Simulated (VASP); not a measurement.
The system is LiCo3Pt.

```xyz
5
Lattice="3.7897 0.0000 0.0000 0.0000 3.7897 0.0000 0.0000 0.0000 3.7897" Properties=species:S:1:pos:R:3 pbc="T T T"
Li    0.0000    0.0000    0.0000
Co    0.0000    1.8949    1.8949
Co    1.8949    0.0000    1.8949
Co    1.8949    1.8949    0.0000
Pt    1.8949    1.8949    1.8949
```

```yaml
Program: VASP 6.6.1
Task: relaxation of cell and atoms
Functional: PBE
Potentials_or_basis: VASP PAW PBE potentials, release 64 (Li_sv, Co, Pt)
Cutoff: 600 eV
k_mesh: 4 × 4 × 4
Occupations: gaussian, width 0.1 eV
Spin: no spin polarisation
```

At the start: pressure 157.1 GPa; volume 10.89 Å³/atom.

**Question.** How do energy, volume and symmetry change on relaxing?

**Answer.** Over 5 steps the energy falls by 2430.9 meV/atom and the volume is 18.80 Å³/atom (+72.7 %); space group Pm-3m (No. 221, to 0.05 Å).

The path:
| step | energy change (eV) | largest force (eV/Å) | pressure (GPa) | volume (Å³) |
| --- | --- | --- | --- | --- |
| 1 | 0.0000 | 0.0000 | 157.11 | 54.43 |
| 2 | -5.0861 | 0.0000 | -12.63 | 189.25 |
| 3 | -12.0606 | 0.0000 | -4.81 | 100.08 |
| 4 | -12.1286 | 0.0000 | -2.65 | 97.17 |
| 5 | -12.1545 | 0.0000 | 0.12 | 93.99 |

Final structure:
```yaml
crystal:
  lattice:
    - [4.54668, 0.00000, 0.00000]
    - [0.00000, 4.54668, 0.00000]
    - [0.00000, 0.00000, 4.54668]
  atoms:
    - { symbol: Li, position: [0.00000, 0.00000, 0.00000] }
    - { symbol: Co, position: [0.00000, 0.50000, 0.50000] }
    - { symbol: Co, position: [0.50000, 0.00000, 0.50000] }
    - { symbol: Co, position: [0.50000, 0.50000, 0.00000] }
    - { symbol: Pt, position: [0.50000, 0.50000, 0.50000] }
```

Caveat: the k points lie up to 0.35 Å⁻¹ apart in the final cell; the cutoff is under 1.25 times the usual one of these potentials, so pressure, stress and relaxed cells hold a basis-set (Pulay) error; the volume moved by over 15 % at a fixed basis, so the end points are rough.
